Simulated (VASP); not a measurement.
Wanted: the native input for a VASP 6.6.1 run.

| Item | Value |
| --- | --- |
| Task | single point |
| Functional | PBEsol |
| Potentials or basis | VASP PAW PBE potentials, release 64 (Al, Pt) |
| Cutoff | 520 eV |
| k mesh | 8 × 8 × 6 |
| Occupations | gaussian, width 0.1 eV |
| Spin | no spin polarisation |
| Dipole correction | no |
| Further INCAR settings | ALGO = Fast; EDIFF = 1e-07; NBANDS = 25 |

The structure of Al2Pt lies in POSCAR:

```
Al2Pt
1.0
    2.9663737252      2.9663737252      0.0000000000
   -2.9663737252      2.9663737252      0.0000000000
    0.0000000000      0.0000000000      5.8080668703
Al Pt
4 2
Direct
    0.0000000000      0.5000000000      0.7500000000
    0.5000000000      0.0000000000      0.7500000000
    0.5000000000      0.0000000000      0.2500000000
    0.0000000000      0.5000000000      0.2500000000
    0.0000000000      0.0000000000      0.0000000000
    0.5000000000      0.5000000000      0.5000000000
```

This cell differs from its parent crystal: uniaxial strain along c: -1.5 %, then relaxed in part.

The input as run:

INCAR

```
  ALGO = Fast
  EDIFF = 1E-7
  ENCUT = 520
  GGA = PS
  ISIF = 2
  ISMEAR = 0
  LASPH = True
  LCHARG = False
  LREAL = False
  LWAVE = False
  NBANDS = 25
  NELM = 60
  PREC = Accurate
  SIGMA = 0.1
```

KPOINTS

```
k-points
0
Gamma
  8 8 6
```

Potentials or basis: VASP PAW PBE potentials, release 64 (Al, Pt).

Launch:

```bash
$ cat potpaw_PBE.64/Al/POTCAR potpaw_PBE.64/Pt/POTCAR > POTCAR
$ mpirun -np 1 vasp_std > vasp.out
```

Results of the run:

The pressure is 0.3 GPa and the band gap on the k mesh is zero (bands 16 and 17 overlap by 4.56 eV).

Caveat: the cell differs from its parent crystal (uniaxial strain along c: -1.5 %, then relaxed in part); the PAW data sets were made with another functional, which shifts forces and pressure a little; spin-orbit coupling is left out, which moves the levels of the heavy elements.

It took 85 s on 1 thread of Intel(R) Xeon(R) Platinum 8559C (Emerald Rapids) (shared host), peak memory 0.3 GiB.
